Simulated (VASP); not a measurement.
# MoW2 (P6/mmm) in VASP: notebook

MoW2 is run at these levels: PBE; tasks: single point, relaxation of cell and atoms.

Everything below comes from runs of VASP 6.6.1. Logs are shortened: lines on timing, memory, paths and dates and some standing lists are left out, and cuts for length are marked.

### Step 1. The cell of the first run

Symmetry: P6/mmm, No. 191, hexagonal system. The conventional cell has a = 4.621 Å, b = 4.621 Å, c = 2.684 Å, α = 90.00°, β = 90.00°, γ = 120.00°. Mo (site symmetry 6/mmm) has 2 Mo at 2.68 Å and 12 W at 2.99 Å within 3.5 Å. W (site symmetry -6m2) has 5 W at 2.67 to 2.68 Å and 6 Mo at 2.99 Å within 3.5 Å.

### Step 2. Single point, PBE

Input file INCAR:

```
  PREC = Accurate
  ENCUT = 520
  EDIFF = 1E-6
  ISMEAR = 0
  SIGMA = 0.1
  LREAL = F
  LASPH = T
  NELM = 60
  ALGO = Fast
  ISIF = 2
  LWAVE = F
  LCHARG = F
  GGA = PE
  NBANDS = 28
```

Input file KPOINTS:

```
Automatic mesh
0
Gamma
  6 6 4
```

Input file POSCAR:

```
MoW2
1.0
    4.6208491330      0.0000000000      0.0000000000
   -2.3104245665      4.0017727362      0.0000000000
    0.0000000000      0.0000000000      2.6839394409
Mo W
1 2
Direct
    0.0000000000      0.0000000000      0.0000000000
    0.3333333333      0.6666666667      0.5000000000
    0.6666666667      0.3333333333      0.5000000000
```

Potentials or basis: VASP PAW PBE potentials, release 64 (Mo_sv, W_sv).

Command:

```bash
cat potpaw_PBE.64/Mo_sv/POTCAR potpaw_PBE.64/W_sv/POTCAR > POTCAR
mpirun -np 1 vasp_std > vasp.out
```

OUTCAR:

```text
PREC = Accurate
   ENCUT = 520
   EDIFF = 1E-6
   ISMEAR = 0
   LREAL = F
   LASPH = T
   NELM = 60
   ISIF = 2
   GGA = PE

 ion  position               nearest neighbor table
   1  0.000  0.000  0.000-   2 2.99   3 2.99   2 2.99   3 2.99   2 2.99   2 2.99   3 2.99   3 2.99
                             3 2.99   3 2.99   2 2.99   2 2.99
   2  0.333  0.667  0.500-   3 2.67   3 2.67   3 2.67   1 2.99   1 2.99   1 2.99   1 2.99   1 2.99
                             1 2.99
   3  0.667  0.333  0.500-   2 2.67   2 2.67   2 2.67   1 2.99   1 2.99   1 2.99   1 2.99   1 2.99
                             1 2.99

  LATTYP: Found a hexagonal cell.
 ALAT       =     4.6208491330
 C/A-ratio  =     0.5808325188

  Lattice vectors:

 A1 = (   4.6208491330,   0.0000000000,   0.0000000000)
 A2 = (  -2.3104245665,   4.0017727362,   0.0000000000)
 A3 = (   0.0000000000,   0.0000000000,   2.6839394409)

Analysis of symmetry for initial positions (statically):
=====================================================================
 Subroutine PRICEL returns:
 Original cell was already a primitive cell.

 Routine SETGRP: Setting up the symmetry group for a
 hexagonal supercell.

 Subroutine GETGRP returns: Found 24 space group operations
 (whereof 24 operations were pure point group operations)
 out of a pool of 24 trial point group operations.

The static configuration has the point symmetry D_6h.

Analysis of symmetry for dynamics (positions and initial velocities):
=====================================================================
 Subroutine PRICEL returns:
 Original cell was already a primitive cell.

 Routine SETGRP: Setting up the symmetry group for a
 hexagonal supercell.

 Subroutine GETGRP returns: Found 24 space group operations
 (whereof 24 operations were pure point group operations)
 out of a pool of 24 trial point group operations.

The dynamic configuration has the point symmetry D_6h.

 Subroutine INISYM returns: Found 24 space group operations
 (whereof 24 operations are pure point group operations),
 and found     1 'primitive' translations

----------------------------------------------------------------------------------------

                                     Primitive cell

  volume of cell :      49.6303

  direct lattice vectors                    reciprocal lattice vectors
     4.620849133  0.000000000  0.000000000     0.216410441  0.124944627  0.000000000
    -2.310424567  4.001772736  0.000000000     0.000000000  0.249889253  0.000000000
     0.000000000  0.000000000  2.683939441     0.000000000  0.000000000  0.372586648
[... 83 lines left out ...]
   LREAL  =      F    real-space projection
   EDIFFG = 0.1E-04   stopping-criterion for IOM
   NSW    =      0    number of steps for IOM
   IBRION =     -1    ionic relax: 0-MD 1-quasi-New 2-CG
   NFREE  =      0    steps in history (QN), initial steepest desc. (CG)
   ISIF   =      2    stress and relaxation
   ISYM   =      2    0-nonsym 1-usesym 2-fastsym
   POTIM  = 0.5000    time-step for ionic-motion
   TEBEG  =    0.0;   TEEND  =   0.0 temperature during run
   PSTRESS=    0.0 pullay stress
   NELECT =      42.0000    total number of electrons
   NUPDOWN=      -1.0000    fix difference up-down
   EMIN   =  10.00;   EMAX   =-10.00  energy-range for DOS
   EFERMI =   0.00;   METHOD = LEGACY
   ISMEAR =     0;   SIGMA  =   0.10  broadening in eV -4-tet -1-fermi 0-gaus
   EFERMI_NEDOS =   21; number of points for ismear=-14 and -15
   IALGO  =     68    algorithm
   IMIX   =      4    mixing-type and parameters
     AMIX     =   0.40;   BMIX     =  1.00
     AMIX_MAG =   1.60;   BMIX_MAG =  1.00
  volume/ion in A,a.u.               =      16.54       111.64
  Fermi-wavevector in a.u.,A,eV,Ry     =   1.548492  2.926225 32.624422  2.397827
  Thomas-Fermi vector in A             =   2.653435
   LORBIT       =      0    0 simple, 1 ext, 2 COOP (PROOUT), +10 PAW based schemes
   GGA     = PE    functional components
   LHFCALC =     F    Hartree Fock is set to
   AEXX    =    0.0000 exact exchange contribution
   IVDW    =     0    specifies the selected vdW correction
   LEPSILON=     F    determine dielectric tensor
   LRPA    =     F    only Hartree local field effects (RPA)
 non-spin polarized calculation
 RMM-DIIS sequential band-by-band and
 Gauss-broadening in eV      SIGMA  =   0.10
  energy-cutoff  :      520.00
  volume of cell :       49.63
 maximum number of plane-waves:      1366
 NGX is ok and might be reduce to    36
   NGX = 17   NGY = 17   NGZ =  9

 number of electron      42.0000004 magnetization

 Free energy of the ion-electron system (eV)
  ---------------------------------------------------
  ext. energy  EPLUGINS =         0.00000000
  ---------------------------------------------------
  free energy    TOTEN  =       -34.83012567 eV

  energy without entropy =      -34.79774262  energy(sigma->0) =      -34.81393414

 E-fermi :  10.8036     XC(G=0): -13.2625

 val. band max:       10.7922365644   @ k =   0.3333   0.0000   0.5000
 cond. band min:      10.8054495532   @ k =   0.0000   0.0000   0.2500
 fundamental gap:      0.0132129888
 Fermi energy:        10.8036155215

 k-point     1 :       0.0000    0.0000    0.0000
  band No.  band energies     occupation
      1     -62.9401      2.00000
      2     -62.8167      2.00000
      3     -49.8977      2.00000
      4     -27.4956      2.00000
      5     -27.4956      2.00000
      6     -26.7745      2.00000
[... 640 lines left out ...]
     27      16.3361      0.00000
     28      16.3363      0.00000

------------------------ aborting loop because EDIFF is reached ----------------------------------------

  FORCE on cell =-STRESS in cart. coord.  units (eV):
  Direction    XX          YY          ZZ          XY          YZ          ZX
  --------------------------------------------------------------------------------------
  -------------------------------------------------------------------------------------
  Total        0.1585800      0.1585800      0.1657970      0.0000000     -0.0000000      0.0000000
  in kB        5.1193173      5.1193173      5.3522977      0.0000000     -0.0000000      0.0000000
  external PRESSURE =       5.1969775 kB  Pullay stress =       0.0000000 kB

 VOLUME and BASIS-vectors are now :
 -----------------------------------------------------------------------------
  energy-cutoff  :      520.00
  volume of cell :       49.63
      direct lattice vectors                 reciprocal lattice vectors
     4.620849133  0.000000000  0.000000000     0.216410441  0.124944627  0.000000000
    -2.310424567  4.001772736  0.000000000     0.000000000  0.249889253  0.000000000
     0.000000000  0.000000000  2.683939441     0.000000000  0.000000000  0.372586648

 POSITION                                       TOTAL-FORCE (eV/Angst)
 -----------------------------------------------------------------------------------
      0.00000      0.00000      0.00000         0.000000      0.000000      0.000000
     -0.00000      2.66785      1.34197         0.000000      0.000000     -0.000000
      2.31042      1.33392      1.34197        -0.000000      0.000000      0.000000
 -----------------------------------------------------------------------------------
    total drift:                                0.000000      0.000000     -0.000000

  FREE ENERGIE OF THE ION-ELECTRON SYSTEM (eV)
  ---------------------------------------------------
  free  energy   TOTEN  =       -34.8301256706 eV

  energy  without entropy=      -34.7977426158  energy(sigma->0) =      -34.81393414
```

OSZICAR:

```text
N       E                     dE             d eps       ncg     rms          rms(c)
DAV:   1     0.487270880123E+03    0.48727E+03   -0.24560E+04  1176   0.171E+03
DAV:   2    -0.154454187926E+02   -0.50272E+03   -0.49234E+03  1272   0.530E+02
DAV:   3    -0.362315221399E+02   -0.20786E+02   -0.20115E+02  1456   0.106E+02
DAV:   4    -0.366300997693E+02   -0.39858E+00   -0.39343E+00  1348   0.134E+01
DAV:   5    -0.366360319578E+02   -0.59322E-02   -0.59275E-02  1276   0.166E+00    0.295E+01
RMM:   6    -0.350980142589E+02    0.15380E+01   -0.24878E+00  1194   0.109E+01    0.115E+01
RMM:   7    -0.348388288492E+02    0.25919E+00   -0.16143E+00  1284   0.779E+00    0.147E+00
RMM:   8    -0.348451974598E+02   -0.63686E-02   -0.18785E-01  1485   0.212E+00    0.139E+00
RMM:   9    -0.348298684388E+02    0.15329E-01   -0.42417E-02  1374   0.130E+00    0.474E-01
RMM:  10    -0.348301066171E+02   -0.23818E-03   -0.81397E-03  1516   0.504E-01    0.122E-01
RMM:  11    -0.348301521079E+02   -0.45491E-04   -0.17786E-03  1471   0.255E-01    0.868E-02
RMM:  12    -0.348301247520E+02    0.27356E-04   -0.26070E-04  1462   0.104E-01    0.126E-02
RMM:  13    -0.348301260035E+02   -0.12515E-05   -0.42343E-05  1524   0.409E-02    0.943E-03
RMM:  14    -0.348301256706E+02    0.33292E-06   -0.78050E-06  1297   0.188E-02
   1 F= -.34830126E+02 E0= -.34813934E+02  d E =-.323831E-01
```

stdout:

```text
POSCAR found type information on POSCAR MoW
 POSCAR found :  2 types and       3 ions
 scaLAPACK will be used
 LDA part: xc-table for (Slater+PW92), standard interpolation
 POSCAR, INCAR and KPOINTS ok, starting setup
 FFT: planning ... GRIDC
 FFT: planning ... GRID_SOFT
 FFT: planning ... GRID
 WAVECAR not read
 entering main loop
```

It took 15 s on 1 thread of Intel Xeon Platinum 8559C (Emerald Rapids), shared host; peak memory 0.17 GiB.

What came out:

* Free energy: -34.8301 eV
* Pressure: 0.5 GPa
* Band gap on the k mesh: zero (band 21 reaches 11.25 eV, above the bottom of band 22 at 10.48 eV)

Caveat: the k points lie up to 0.59 Å⁻¹ apart; spin-orbit coupling is left out, which moves the levels of the heavy elements.

### Step 3. Single point, PBE

This run uses another cell than the first one, of 17.23 Å³/atom, 1.041 times its volume.

Input file INCAR:

```
PREC = Accurate ; ENCUT = 520
EDIFF = 1E-6 ; ISMEAR = 0
SIGMA = 0.1 ; LREAL = False
LASPH = True ; NELM = 80
ALGO = Normal ; ISIF = 2
LWAVE = False ; LCHARG = True
GGA = PE ; LELF = True
LVHAR = True ; NBANDS = 28
```

Input file KPOINTS:

```
regular mesh
0
Gamma
  6 6 4
```

Input file POSCAR:

```
MoW2
1.0
    3.8142012600      0.0000000000      0.0000000000
   -1.9071006300      3.3031951900      0.0000000000
    0.0000000000      0.0000000000      4.1015046900
Mo W
1 2
Direct
    0.0000000000      0.0000000000      0.0000000000
    0.3333333300      0.6666666700      0.5000000000
    0.6666666700      0.3333333300      0.5000000000
```

Potentials or basis: VASP PAW PBE potentials, release 64 (Mo_sv, W_sv).

Command:

```bash
cat potpaw_PBE.64/Mo_sv/POTCAR potpaw_PBE.64/W_sv/POTCAR > POTCAR
mpirun -np 1 vasp_std > vasp.out
```

Wall time 15 s (1 thread of Intel Xeon Platinum 8559C (Emerald Rapids), shared host); peak memory 0.17 GiB.

The run converged. Its results:

```
Free energy            : -30.0031 eV
Pressure               : 37.3 GPa
Band gap on the k mesh : zero (band 21 reaches 11.05 eV, above the bottom of band 22 at 9.18 eV)
```

Stress tensor (GPa, compression positive):
```
58.66  0.00  0.00
 0.00 58.66  0.00
 0.00  0.00 -5.53
```

Levels at points of the mesh, in eV from the Fermi level:
```csv
k point,band 19,band 20,band 21,band 22,band 23,band 24
"(0.00, 0.00, 0.00)",-1.28,-1.28,-1.11,-1.11,0.84,0.96
"(0.50, 0.00, 0.00)",-2.22,-1.88,-1.21,0.37,1.66,1.97
"(0.00, 0.00, 0.50)",-1.53,-0.04,0.76,0.76,1.61,1.61
"(0.50, 0.00, 0.50)",-1.33,-1.07,-0.27,0.13,0.19,0.74
```

Caveat: the k points lie up to 0.38 Å⁻¹ apart; spin-orbit coupling is left out, which moves the levels of the heavy elements.

### Step 4. Single point, PBE

This run uses another cell than the first one, of 16.45 Å³/atom, 0.994 times its volume.

Input file INCAR:

```
  ALGO = Fast
  EDIFF = 1E-6
  ENCUT = 520
  GGA = PE
  ISIF = 2
  ISMEAR = 0
  LASPH = T
  LCHARG = T
  LELF = T
  LREAL = F
  LVHAR = T
  LWAVE = F
  NBANDS = 28
  NELM = 100
  PREC = Accurate
  SIGMA = 0.1
```

Input file KPOINTS:

```
k-points
0
Gamma
  6 6 6
```

Input file POSCAR:

```
MoW2
1.0
    4.7012635406      0.0000000000      0.0000000000
   -2.3506317703      4.0714136561      0.0000000000
    0.0000000000      0.0000000000      2.5781374125
Mo W
1 2
Direct
    0.0000000000      0.0000000000      0.0000000000
    0.3333333333      0.6666666667      0.5000000000
    0.6666666667      0.3333333333      0.5000000000
```

Command:

```bash
cat potpaw_PBE.64/Mo_sv/POTCAR potpaw_PBE.64/W_sv/POTCAR > POTCAR
mpirun -np 1 vasp_std > vasp.out
```

It took 19 s on 1 thread of Intel Xeon Platinum 8559C (Emerald Rapids), shared host; peak memory 0.18 GiB.

It converged, with:

```
Free energy            : -35.3625 eV
Pressure               : 0.6 GPa
Band gap on the k mesh : zero (band 21 reaches 11.54 eV, above the bottom of band 22 at 10.60 eV)
```

Stress tensor (GPa, compression positive):
```
0.44 0.00 0.00
0.00 0.44 0.00
0.00 0.00 0.92
```

Levels at points of the mesh, in eV from the Fermi level:
```tsv
k point	band 19	band 20	band 21	band 22	band 23	band 24
(0.00, 0.00, 0.00)	-2.28	-2.28	-0.42	-0.42	1.76	1.76
(0.50, 0.00, 0.00)	-2.25	-2.24	0.51	1.00	1.88	1.94
(0.00, 0.00, 0.50)	-1.09	-1.09	0.28	0.28	2.40	2.40
(0.50, 0.00, 0.50)	-1.82	-0.40	-0.19	0.50	1.09	2.62
```

Caveat: the k points lie up to 0.41 Å⁻¹ apart; spin-orbit coupling is left out, which moves the levels of the heavy elements.

### Step 5. Relaxation of cell and atoms, PBE

This run uses another cell than the first one, of 17.23 Å³/atom, 1.041 times its volume.

Input file INCAR:

```
SYSTEM = MoW2
PREC     = Accurate       ! precision mode
ENCUT    = 600            ! plane-wave cutoff, eV
EDIFF    = 1E-7           ! SCF threshold, eV
ISMEAR   = 0              ! smearing method
SIGMA    = 0.1            ! smearing width, eV
LREAL    = .FALSE.        ! projectors in reciprocal space
LASPH    = .TRUE.         ! aspherical terms in the spheres
NELM     = 80             ! most SCF steps
ALGO     = Normal         ! electronic algorithm
ISIF     = 3              ! what is computed and relaxed
LWAVE    = .FALSE.        ! write WAVECAR
LCHARG   = .FALSE.        ! write CHGCAR
GGA      = PE             ! functional
IBRION   = 2              ! ionic algorithm
NSW      = 90             ! ionic steps
EDIFFG   = -0.04          ! ionic threshold
```

Input file KPOINTS:

```
regular mesh
0
G
  6 6 4
  0 0 0
```

Input file POSCAR:

```
MoW2
1.0
    3.8142012600      0.0000000000      0.0000000000
   -1.9071006300      3.3031951900      0.0000000000
    0.0000000000      0.0000000000      4.1015046900
Mo W
1 2
Direct
    0.0000000000      0.0000000000      0.0000000000
    0.3333333300      0.6666666700      0.5000000000
    0.6666666700      0.3333333300      0.5000000000
```

Command:

```bash
cat potpaw_PBE.64/Mo_sv/POTCAR potpaw_PBE.64/W_sv/POTCAR > POTCAR
mpirun -np 1 vasp_std > vasp.out
```

Run time: 4.7 min. Hardware: 1 thread of Intel Xeon Platinum 8559C (Emerald Rapids), shared host; peak memory 0.21 GiB.

The run converged. Its results:

```
Free energy                            : -34.8232 eV
Relaxed volume                         : 16.59 Å³/atom
Relaxed cell                           : a = 4.625 Å, b = 4.625 Å, c = 2.687 Å, α = 90.00°, β = 90.00°, γ = 120.00°
Space group after relaxing (to 0.05 Å) : P6/mmm (No. 191)
Energy gained by relaxing              : 1606.6 meV/atom
Ionic steps                            : 17
Pressure after relaxing                : -0.3 GPa
Band gap on the k mesh                 : zero (band 21 reaches 11.21 eV, above the bottom of band 22 at 10.44 eV)
```

Stress tensor (GPa, compression positive):
```
-0.24  0.00  0.00
 0.00 -0.24  0.00
 0.00  0.00 -0.34
```

The path:
```
step  energy change (eV)  largest force (eV/Å)  pressure (GPa)  volume (Å³)
   1              0.0000                0.0000           37.27        51.68
   2              2.4483                0.0000          -36.85        85.39
   3             -1.4624                0.0000          -14.08        63.01
   4             -1.5068                0.0000          -10.09        61.51
   5             -1.5104                0.0000           -8.37        60.92
   6             -2.8472                0.0000           -6.32        55.80
   7             -4.2834                0.0000           10.24        48.26
   8             -4.3239                0.0000           16.57        47.19
   9             -4.3015                0.0000           32.59        44.99
  10             -4.3986                0.0000           30.96        45.07
  11             -4.4048                0.0000           31.04        45.06
  12             -4.5792                0.0000           22.76        46.10
  13             -4.8163                0.0000            2.27        49.29
  14             -4.8190                0.0000            0.31        49.66
  15             -4.8189                0.0000           -0.18        49.75
  16             -4.8193                0.0000           -0.21        49.76
  17             -4.8199                0.0000           -0.27        49.77
```

Final structure:
```yaml
crystal:
  lattice:
    - [4.62452, 0.00000, 0.00000]
    - [-2.31226, 4.00495, 0.00000]
    - [0.00000, 0.00000, 2.68739]
  atoms:
    - { symbol: Mo, position: [0.00000, 0.00000, 0.00000] }
    - { symbol: W, position: [0.33333, 0.66667, 0.50000] }
    - { symbol: W, position: [0.66667, 0.33333, 0.50000] }
```

Levels at points of the mesh, in eV from the Fermi level:
| k point | band 18 | band 19 | band 20 | band 21 | band 22 | band 23 | band 24 | band 25 |
| --- | --- | --- | --- | --- | --- | --- | --- | --- |
| (0.00, 0.00, 0.00) | -1.99 | -1.99 | -1.57 | -0.08 | -0.08 | 1.42 | 1.42 | 1.81 |
| (0.50, 0.00, 0.00) | -2.52 | -1.82 | -1.51 | 0.41 | 0.91 | 1.63 | 2.07 | 2.23 |
| (0.00, 0.00, 0.50) | -2.13 | -0.54 | -0.54 | 0.28 | 0.28 | 2.80 | 2.80 | 3.95 |
| (0.50, 0.00, 0.50) | -2.05 | -1.48 | -0.32 | -0.06 | 0.43 | 1.39 | 2.79 | 3.18 |

Caveat: the k points lie up to 0.58 Å⁻¹ apart in the final cell; spin-orbit coupling is left out, which moves the levels of the heavy elements.

### Step 6. Summary

```tsv
task	cell	k mesh	cutoff (eV)	gap on the mesh (eV)	pressure (GPa)
single point	a = 4.621, b = 4.621, c = 2.684 Å, angles 90.0, 90.0, 120.0°, 3 atoms	6 × 6 × 4	520	none	0.5
single point	a = 3.814, b = 3.814, c = 4.102 Å, angles 90.0, 90.0, 120.0°, 3 atoms	6 × 6 × 4	520	none	37.3
single point	a = 4.701, b = 4.701, c = 2.578 Å, angles 90.0, 90.0, 120.0°, 3 atoms	6 × 6 × 6	520	none	0.6
relaxation of cell and atoms	relaxed from a = 3.814, b = 3.814, c = 4.102 Å, angles 90.0, 90.0, 120.0°, 3 atoms	6 × 6 × 4	600	none	-0.3
```

Alike in all rows: level PBE; potentials or basis VASP PAW PBE potentials, release 64 (Mo_sv, W_sv); no spin polarisation; smearing gaussian 0.1 eV.

Caveats: all runs use coarse meshes; spin-orbit coupling is left out, which moves the levels of the heavy elements.

Total energies depend on the potentials used, so only differences within one code and one set of settings carry meaning.
